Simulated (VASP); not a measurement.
Write the native input for VASP 6.6.1 that does the following.

* Task: single point
* Functional: PBE
* Dispersion: D3(BJ)
* Potentials or basis: VASP PAW PBE potentials, release 64 (Br)
* Cutoff: 520 eV
* k mesh: 20 × 20 × 20
* Occupations: gaussian, width 0.1 eV
* Spin: no spin polarisation
* Dipole correction: no
* Further INCAR settings: ALGO = Normal; EDIFF = 1e-06; NBANDS = 10

The structure of Br lies in POSCAR:

```
Br
1.0
   -1.4216502021      1.4216502021      3.5532107882
    1.4216502021     -1.4216502021      3.5532107882
    1.4216502021      1.4216502021     -3.5532107882
Br
1
Direct
    0.0000000000      0.0000000000      0.0000000000
```

These files were run (other wordings do the same):

INCAR

```
PREC = Accurate
ENCUT = 520
EDIFF = 1E-6
ISMEAR = 0
SIGMA = 0.1
LREAL = F
LASPH = T
NELM = 60
ALGO = Normal
ISIF = 2
LWAVE = F
LCHARG = T
GGA = PE
IVDW = 12
LELF = T
LVHAR = T
NBANDS = 10
```

KPOINTS

```
regular mesh
0
Gamma
  20 20 20
```

Potentials or basis: VASP PAW PBE potentials, release 64 (Br).

The run is started by

```bash
$ cat potpaw_PBE.64/Br/POTCAR > POTCAR
$ mpirun -np 1 vasp_std > vasp.out
```

It gave:

The pressure is 0.0 GPa and the dispersion energy per atom is -0.252 eV.

Caveat: an odd number of electrons without spin polarisation forces a metal; a magnetic or distorted state may lie lower; pairwise dispersion overbinds metals, which lowers pressure and volume.

Run time: 93 s on 1 thread of Intel(R) Xeon(R) 6975P-C (Granite Rapids), on a shared host, peak memory 0.31 GiB.
